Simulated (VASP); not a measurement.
Input of a VASP 6.6.1 run:

Contents of INCAR:

```
ALGO = Normal
EDIFF = 1E-7
ENCUT = 520
GGA = PE
ISIF = 2
ISMEAR = 0
LASPH = T
LCHARG = F
LDAU = T
LDAUJ = 0 0
LDAUL = 2 -1
LDAUPRINT = 1
LDAUTYPE = 2
LDAUU = 4.38 0
LMAXMIX = 4
LREAL = F
LWAVE = F
NBANDS = 17
NELM = 150
PREC = Accurate
SIGMA = 0.1
```

Contents of KPOINTS:

```
k-points
0
Gamma
  12 12 12
```

POSCAR

```
MoS
1.0
    0.0000000000      2.9755887184      2.9755887184
    2.9755887184      0.0000000000      2.9755887184
    2.9755887184      2.9755887184      0.0000000000
Mo S
1 1
Direct
    0.0000000000      0.0000000000      0.0000000000
    0.2500000000      0.2500000000      0.2500000000
```

Potentials or basis: VASP PAW PBE potentials, release 64 (Mo_sv, S).

Run with:

```sh
$ cat potpaw_PBE.64/Mo_sv/POTCAR potpaw_PBE.64/S/POTCAR > POTCAR
$ mpirun -np 1 vasp_std > vasp.out
```

Predict the pressure.

-7.8 GPa.

Estimate the band gap on the k mesh.

0.35 eV, direct.

Eigenvalues of the final occupation matrices:
| site | spin | trace | eigenvalues |
| --- | --- | --- | --- |
| site 1 d | 1 | 1.96 | 0.13 0.13 0.13 0.78 0.78 |
| site 1 d | 2 | 1.96 | 0.13 0.13 0.13 0.78 0.78 |

A k mesh can miss the band edges.
